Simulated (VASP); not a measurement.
# WSe2 (P6_3/mmc) in VASP: further runs

Runs on WSe2. Level: LDA. Tasks: single point, relaxation of the atoms.

Program: VASP 6.6.1. These are calculated values, not measurements. Logs are shortened: lines on timing, memory, paths and dates and some standing lists are left out, and cuts for length are marked.

**Measured values to compare with.**

From “Time-resolved XUV ARPES with tunable 24–33 eV laser pulses at 30 meV resolution”, 2019, pmc:6684652, for a bulk crystal of WSe2: band gap 1.3 eV (indirect).

How close the calculation comes is told below.

## (1) The cell of the first run

It takes space group P6_3/mmc (No. 194, hexagonal). Conventional cell: a = 3.282 Å, b = 3.282 Å, c = 12.960 Å, α = 90.00°, β = 90.00°, γ = 120.00°. Within 3.3 Å of W (site symmetry -6m2) lie 6 Se at 2.52 Å and 6 W at 3.28 Å. Within 3.3 Å of Se (site symmetry 3m) lie 3 W at 2.52 Å and 6 Se at 3.28 Å.

## (2) Single point, LDA

Contents of INCAR:

```
SYSTEM = WSe2
ALGO     = Normal         ! electronic algorithm
EDIFF    = 1E-6           ! SCF threshold, eV
ENCUT    = 500            ! plane-wave cutoff, eV
GGA      = CA             ! functional
GGA_COMPAT= .False.      
ISIF     = 2              ! what is computed and relaxed
ISMEAR   = 0              ! smearing method
LASPH    = .True.         ! aspherical terms in the spheres
LCHARG   = .True.         ! write CHGCAR
LELF     = .True.         ! ELF
LREAL    = .False.        ! projectors in reciprocal space
LVHAR    = .True.       
LWAVE    = .False.        ! write WAVECAR
NBANDS   = 35             ! bands
NELM     = 120            ! most SCF steps
PREC     = Accurate       ! precision mode
SIGMA    = 0.01           ! smearing width, eV
```

Contents of KPOINTS:

```
k-points
0
Gamma
  10 10 3
  0 0 0
```

Contents of POSCAR:

```
WSe2
1.0
    3.2820020026      0.0000000000      0.0000000000
   -1.6410010013      2.8422971095      0.0000000000
    0.0000000000      0.0000000000     12.9600000000
W Se
2 4
Direct
    0.3333333333      0.6666666667      0.2500000000
    0.6666666667      0.3333333333      0.7500000000
    0.3333333333      0.6666666667      0.6222302478
    0.6666666667      0.3333333333      0.1222302478
    0.3333333333      0.6666666667      0.8777697522
    0.6666666667      0.3333333333      0.3777697522
```

Potentials or basis: VASP PAW LDA potentials, release 64 (W_sv, Se).

Run with:

```bash
$ cat potpaw_LDA.64/W_sv/POTCAR potpaw_LDA.64/Se/POTCAR > POTCAR
$ mpirun -np 1 vasp_std > vasp.out
```

OUTCAR:

```text
SYSTEM = WSe2
   EDIFF = 1E-6
   ENCUT = 500
   GGA = CA
   ISIF = 2
   ISMEAR = 0
   LASPH = .True.
   LREAL = .False.
   NELM = 120
   PREC = Accurate

 ion  position               nearest neighbor table
   1  0.333  0.667  0.250-   4 2.52   6 2.52   4 2.52   6 2.52   4 2.52   6 2.52
   2  0.667  0.333  0.750-   3 2.52   5 2.52   3 2.52   5 2.52   3 2.52   5 2.52
   3  0.333  0.667  0.622-   2 2.52   2 2.52   2 2.52
   4  0.667  0.333  0.122-   1 2.52   1 2.52   1 2.52
   5  0.333  0.667  0.878-   2 2.52   2 2.52   2 2.52
   6  0.667  0.333  0.378-   1 2.52   1 2.52   1 2.52

  LATTYP: Found a hexagonal cell.
 ALAT       =     3.2820020026
 C/A-ratio  =     3.9488092907

  Lattice vectors:

 A1 = (   3.2820020026,   0.0000000000,   0.0000000000)
 A2 = (  -1.6410010013,   2.8422971095,   0.0000000000)
 A3 = (   0.0000000000,   0.0000000000,  12.9600000000)

Analysis of symmetry for initial positions (statically):
=====================================================================
 Subroutine PRICEL returns:
 Original cell was already a primitive cell.

 Routine SETGRP: Setting up the symmetry group for a
 hexagonal supercell.

 Subroutine GETGRP returns: Found 24 space group operations
 (whereof 12 operations were pure point group operations)
 out of a pool of 24 trial point group operations.

The static configuration has the point symmetry D_3d.
 The point group associated with its full space group is D_6h.

Analysis of symmetry for dynamics (positions and initial velocities):
=====================================================================
 Subroutine PRICEL returns:
 Original cell was already a primitive cell.

 Routine SETGRP: Setting up the symmetry group for a
 hexagonal supercell.

 Subroutine GETGRP returns: Found 24 space group operations
 (whereof 12 operations were pure point group operations)
 out of a pool of 24 trial point group operations.

The dynamic configuration has the point symmetry D_3d.
 The point group associated with its full space group is D_6h.

 Subroutine INISYM returns: Found 24 space group operations
 (whereof 12 operations are pure point group operations),
 and found     1 'primitive' translations

----------------------------------------------------------------------------------------

                                     Primitive cell

  volume of cell :     120.8964

  direct lattice vectors                    reciprocal lattice vectors
     3.282002003  0.000000000  0.000000000     0.304692075  0.175914051  0.000000000
    -1.641001001  2.842297110  0.000000000     0.000000000  0.351828103  0.000000000
     0.000000000  0.000000000 12.960000000     0.000000000  0.000000000  0.077160494

  length of vectors
     3.282002003  3.282002003 12.960000000     0.351828103  0.351828103  0.077160494

  position of ions in fractional coordinates (direct lattice)
     0.333333333  0.666666667  0.250000000
     0.666666667  0.333333333  0.750000000
     0.333333333  0.666666667  0.622230248
     0.666666667  0.333333333  0.122230248
     0.333333333  0.666666667  0.877769752
     0.666666667  0.333333333  0.377769752

  ion indices of the primitive-cell ions
   primitive index   ion index
                 1           1
                 2           2
                 3           3
                 4           4
                 5           5
                 6           6

----------------------------------------------------------------------------------------

 KPOINTS: k-points

Automatic generation of k-mesh.
 Grid dimensions read from file:
 generate k-points for:   10   10    3

 Generating k-lattice:

  Cartesian coordinates                     Fractional coordinates (reciprocal lattice)
     0.030469207  0.017591405  0.000000000     0.100000000 -0.000000000  0.000000000
     0.000000000  0.035182810  0.000000000     0.000000000  0.100000000  0.000000000
     0.000000000  0.000000000  0.025720165     0.000000000  0.000000000  0.333333333

  Length of vectors
     0.035182810  0.035182810  0.025720165

  Shift w.r.t. Gamma in fractional coordinates (k-lattice)
     0.000000000  0.000000000  0.000000000

 Subroutine IBZKPT returns following result:
 ===========================================

 Found     28 irreducible k-points:

 Following reciprocal coordinates:
            Coordinates               Weight
  0.000000  0.000000  0.000000      1.000000
  0.100000  0.000000  0.000000      6.000000
  0.200000  0.000000  0.000000      6.000000
  0.300000  0.000000  0.000000      6.000000
  0.400000  0.000000  0.000000      6.000000
  0.500000  0.000000  0.000000      3.000000
[... 16 lines left out ...]
  0.300000  0.100000  0.333333     24.000000
  0.400000  0.100000  0.333333     24.000000
 [... further k-points ...]
   k-points           NKPTS =     28   k-points in BZ     NKDIM =     28   number of bands    NBANDS=     35
   number of dos      NEDOS =    301   number of ions     NIONS =      6
   total plane-waves  NPLWV =  55296
   dimension x,y,z NGX =    24 NGY =   24 NGZ =   96
   dimension x,y,z NGXF=    48 NGYF=   48 NGZF=  192
   ions per type =               2   4
   NGX,Y,Z   is equivalent  to a cutoff of  12.16, 12.16, 12.31 a.u.
   NGXF,Y,Z  is equivalent  to a cutoff of  24.31, 24.31, 24.63 a.u.
 SYSTEM =  WSe2
   PREC   = accura    normal or accurate (medium, high low for compatibility)
   ISTART =      0    job   : 0-new  1-cont  2-samecut
   ICHARG =      2    charge: 1-file 2-atom 10-const
   ISPIN  =      1    spin polarized calculation?
   LNONCOLLINEAR =      F non collinear calculations
   LSORBIT =      F    spin-orbit coupling
   LASPH  =      T    aspherical Exc in radial PAW
   ENCUT  =  500.0 eV  36.75 Ry    6.06 a.u.   5.98  5.98 23.63*2*pi/ulx,y,z
   NELM   =    120;   NELMIN=  2; NELMDL= -5     # of ELM steps
   EDIFF  = 0.1E-05   stopping-criterion for ELM
   LREAL  =      F    real-space projection
   EDIFFG = 0.1E-04   stopping-criterion for IOM
   NSW    =      0    number of steps for IOM
   IBRION =     -1    ionic relax: 0-MD 1-quasi-New 2-CG
   NFREE  =      0    steps in history (QN), initial steepest desc. (CG)
   ISIF   =      2    stress and relaxation
   ISYM   =      2    0-nonsym 1-usesym 2-fastsym
   POTIM  = 0.5000    time-step for ionic-motion
   TEBEG  =    0.0;   TEEND  =   0.0 temperature during run
   PSTRESS=    0.0 pullay stress
   NELECT =      52.0000    total number of electrons
   NUPDOWN=      -1.0000    fix difference up-down
   EMIN   =  10.00;   EMAX   =-10.00  energy-range for DOS
   EFERMI =   0.00;   METHOD = LEGACY
   ISMEAR =     0;   SIGMA  =   0.01  broadening in eV -4-tet -1-fermi 0-gaus
   EFERMI_NEDOS =   21; number of points for ismear=-14 and -15
   IALGO  =     38    algorithm
   IMIX   =      4    mixing-type and parameters
     AMIX     =   0.40;   BMIX     =  1.00
     AMIX_MAG =   1.60;   BMIX_MAG =  1.00
  volume/ion in A,a.u.               =      20.15       135.97
  Fermi-wavevector in a.u.,A,eV,Ry     =   1.235771  2.335270 20.777881  1.527131
  Thomas-Fermi vector in A             =   2.370407
   LORBIT       =      0    0 simple, 1 ext, 2 COOP (PROOUT), +10 PAW based schemes
   GGA     = CA    functional components
   LHFCALC =     F    Hartree Fock is set to
   AEXX    =    0.0000 exact exchange contribution
   IVDW    =     0    specifies the selected vdW correction
   LEPSILON=     F    determine dielectric tensor
   LRPA    =     F    only Hartree local field effects (RPA)
 non-spin polarized calculation
 Gauss-broadening in eV      SIGMA  =   0.01
  energy-cutoff  :      500.00
  volume of cell :      120.90
 maximum number of plane-waves:      3109
 NGX is ok and might be reduce to    24
   NGX = 11   NGY = 11   NGZ = 47

 number of electron      51.9999990 magnetization

 Free energy of the ion-electron system (eV)
  ---------------------------------------------------
  ext. energy  EPLUGINS =         0.00000000
  ---------------------------------------------------
  free energy    TOTEN  =       -48.47667617 eV

  energy without entropy =      -48.47667617  energy(sigma->0) =      -48.47667617

 E-fermi :   6.5980     XC(G=0): -11.0213

 val. band max:        6.3380888442   @ k =   0.0000   0.0000   0.0000
 cond. band min:       7.2811018310   @ k =   0.2000   0.2000   0.0000
 fundamental gap:      0.9430129868
 Fermi energy:         6.5979663901

 k-point     1 :       0.0000    0.0000    0.0000
  band No.  band energies     occupation
      1     -67.5577      2.00000
      2     -67.5577      2.00000
      3     -32.0809      2.00000
      4     -32.0808      2.00000
      5     -31.9403      2.00000
      6     -31.9403      2.00000
[... 27 lines left out ...]
     34       9.3059      0.00000
     35      10.7566      0.00000

 k-point     2 :       0.1000    0.0000    0.0000
  band No.  band energies     occupation
      1     -67.5567      2.00000
      2     -67.5566      2.00000
      3     -32.0762      2.00000
      4     -32.0762      2.00000
      5     -31.9643      2.00000
      6     -31.9643      2.00000
[... 27 lines left out ...]
     34       9.2999      0.00000
     35      11.6048      0.00000

 k-point     3 :       0.2000    0.0000    0.0000
  band No.  band energies     occupation
      1     -67.5539      2.00000
      2     -67.5539      2.00000
      3     -32.0640      2.00000
      4     -32.0640      2.00000
      5     -32.0267      2.00000
      6     -32.0266      2.00000
[... 27 lines left out ...]
     34       9.8898      0.00000
     35      12.5820      0.00000
[... 723 lines left out ...]
 k-point    23 :       0.3000    0.1000    0.3333
  band No.  band energies     occupation
      1     -67.5485      2.00000
      2     -67.5485      2.00000
      3     -32.1347      2.00000
      4     -32.1347      2.00000
      5     -32.0405      2.00000
      6     -32.0405      2.00000
[... 27 lines left out ...]
     34      10.5903      0.00000
     35      11.9216      0.00000

 k-point    24 :       0.4000    0.1000    0.3333
  band No.  band energies     occupation
      1     -67.5465      2.00000
      2     -67.5465      2.00000
      3     -32.1739      2.00000
      4     -32.1739      2.00000
      5     -32.0321      2.00000
      6     -32.0321      2.00000
[... 27 lines left out ...]
     34      10.3209      0.00000
     35      10.9285      0.00000

 [... further k-points ...]
[... 5 lines left out ...]
  --------------------------------------------------------------------------------------
  -------------------------------------------------------------------------------------
  Total       -1.3509702     -1.3509702      0.1379520      0.0000000     -0.0000000      0.0000000
  in kB      -17.9037105    -17.9037105      1.8282064      0.0000000     -0.0000000      0.0000000
  external PRESSURE =     -11.3264049 kB  Pullay stress =       0.0000000 kB

 VOLUME and BASIS-vectors are now :
 -----------------------------------------------------------------------------
  energy-cutoff  :      500.00
  volume of cell :      120.90
      direct lattice vectors                 reciprocal lattice vectors
     3.282002003  0.000000000  0.000000000     0.304692075  0.175914051  0.000000000
    -1.641001001  2.842297110  0.000000000     0.000000000  0.351828103  0.000000000
     0.000000000  0.000000000 12.960000000     0.000000000  0.000000000  0.077160494

 POSITION                                       TOTAL-FORCE (eV/Angst)
 -----------------------------------------------------------------------------------
     -0.00000      1.89486      3.24000         0.000000     -0.000000     -0.000000
      1.64100      0.94743      9.72000        -0.000000      0.000000     -0.000000
     -0.00000      1.89486      8.06410         0.000000      0.000000     -0.099793
      1.64100      0.94743      1.58410         0.000000     -0.000000     -0.099793
     -0.00000      1.89486     11.37590         0.000000      0.000000      0.099793
      1.64100      0.94743      4.89590        -0.000000     -0.000000      0.099793
 -----------------------------------------------------------------------------------
    total drift:                                0.000000     -0.000000      0.000000

  FREE ENERGIE OF THE ION-ELECTRON SYSTEM (eV)
  ---------------------------------------------------
  free  energy   TOTEN  =       -48.4766761742 eV

  energy  without entropy=      -48.4766761742  energy(sigma->0) =      -48.47667617
```

It took 70 s on 1 thread of Intel Xeon 6975P-C, shared host; peak memory 0.24 GiB.

What came out:

- Free energy: -48.4767 eV
- Pressure: -1.1 GPa
- Largest force: 0.100 eV/Å
- Band gap on the k mesh: 0.94 eV, indirect (least direct gap 1.79 eV)

Forces on the atoms (eV/Å):
```
W    0.000  0.000  0.000
W    0.000  0.000  0.000
Se   0.000  0.000 -0.100
Se   0.000  0.000 -0.100
Se   0.000  0.000  0.100
Se   0.000  0.000  0.100
```

Levels at points of the mesh, in eV from the valence-band top:
```tsv
k point	band 22	band 23	band 24	band 25	band 26	band 27	band 28	band 29	band 30	band 31
(0.00, 0.00, 0.00)	-1.61	-1.61	-1.15	-1.06	0.00	2.62	2.62	2.67	2.67	2.77
(0.50, 0.00, 0.00)	-2.40	-1.45	-1.40	-1.31	-1.16	2.05	2.09	2.26	2.59	2.92
```

Caveat: spin-orbit coupling is left out, which moves the levels of the heavy elements.

## (3) Relaxation of the atoms, LDA

Contents of INCAR:

```
PREC     = Accurate       # precision mode
ENCUT    = 450            # plane-wave cutoff, eV
EDIFF    = 1E-7           # SCF threshold, eV
ISMEAR   = 0              # smearing method
SIGMA    = 0.01           # smearing width, eV
LREAL    = False          # projectors in reciprocal space
LASPH    = True           # aspherical terms in the spheres
NELM     = 120            # most SCF steps
ALGO     = Normal         # electronic algorithm
ISIF     = 2              # what is computed and relaxed
LWAVE    = False          # write WAVECAR
LCHARG   = False          # write CHGCAR
GGA      = CA             # functional
IBRION   = 2              # ionic algorithm
NSW      = 80             # ionic steps
EDIFFG   = -0.003         # ionic threshold
GGA_COMPAT= False        
NELMIN   = 4
```

Contents of KPOINTS:

```
regular mesh
0
Gamma
  10 10 3
```

Contents of POSCAR:

```
WSe2
1.0
    3.2820020026      0.0000000000      0.0000000000
   -1.6410010013      2.8422971095      0.0000000000
    0.0000000000      0.0000000000     12.9600000000
W Se
2 4
Direct
    0.3333333333      0.6666666667      0.2500000000
    0.6666666667      0.3333333333      0.7500000000
    0.3333333333      0.6666666667      0.6211000000
    0.6666666667      0.3333333333      0.1211000000
    0.3333333333      0.6666666667      0.8789000000
    0.6666666667      0.3333333333      0.3789000000
```

Potentials or basis: VASP PAW LDA potentials, release 64 (W_sv, Se).

Run with:

```bash
$ cat potpaw_LDA.64/W_sv/POTCAR potpaw_LDA.64/Se/POTCAR > POTCAR
$ mpirun -np 1 vasp_std > vasp.out
```

Wall time 2.2 min (1 thread of Intel Xeon 6975P-C, shared host); peak memory 0.23 GiB.

Results (log left out):

```
Free energy               : -48.4774 eV
Energy gained by relaxing : 0.5 meV/atom
Ionic steps               : 3
Pressure after relaxing   : -1.6 GPa
Band gap on the k mesh    : 0.94 eV, indirect (least direct gap 1.79 eV)
```

Stress tensor (GPa, compression positive):
```
-2.12  0.00  0.00
 0.00 -2.12  0.00
 0.00  0.00 -0.65
```

The path:
```tsv
step	energy change (eV)	largest force (eV/Å)	pressure (GPa)
1	0.0000	0.1649	-2.46
2	-0.0030	0.0225	-1.74
3	-0.0030	0.0000	-1.63
```

Final structure:
```
W Se
1.0
     3.28200    0.00000    0.00000
    -1.64100    2.84230    0.00000
     0.00000    0.00000   12.96000
W Se
2 4
Direct
  0.33333 0.66667 0.25000
  0.66667 0.33333 0.75000
  0.33333 0.66667 0.62181
  0.66667 0.33333 0.12181
  0.33333 0.66667 0.87819
  0.66667 0.33333 0.37819
```

Levels at points of the mesh, in eV from the valence-band top:
```
           k point  band 23  band 24  band 25  band 26  band 27  band 28  band 29  band 30
(0.00, 0.00, 0.00)    -1.57    -1.15    -1.05     0.00     2.63     2.63     2.68     2.68
(0.50, 0.00, 0.00)    -1.44    -1.37    -1.30    -1.13     2.07     2.11     2.26     2.61
```

Caveat: spin-orbit coupling is left out, which moves the levels of the heavy elements.

## (4) Against experiment

Step 2. A measured gap of WSe2 is 1.3 eV (indirect; “Time-resolved XUV ARPES with tunable 24–33 eV laser pulses at 30 meV resolution”, 2019, pmc:6684652); the calculated 0.94 eV misses it by -0.36 eV. Spin-orbit coupling on Se, W is left out. The value is that of LDA on a finite k mesh, which can miss the band edges, without temperature or zero-point motion. Semilocal functionals fall short of measured gaps as a rule.

Step 3. Measured gap of WSe2: 1.3 eV (indirect; “Time-resolved XUV ARPES with tunable 24–33 eV laser pulses at 30 meV resolution”, 2019, pmc:6684652). This calculation gives 0.94 eV (-0.36 eV). Spin-orbit coupling on Se, W is left out. The value is that of LDA on a finite k mesh, which can miss the band edges, without temperature or zero-point motion. Semilocal functionals fall short of measured gaps as a rule.
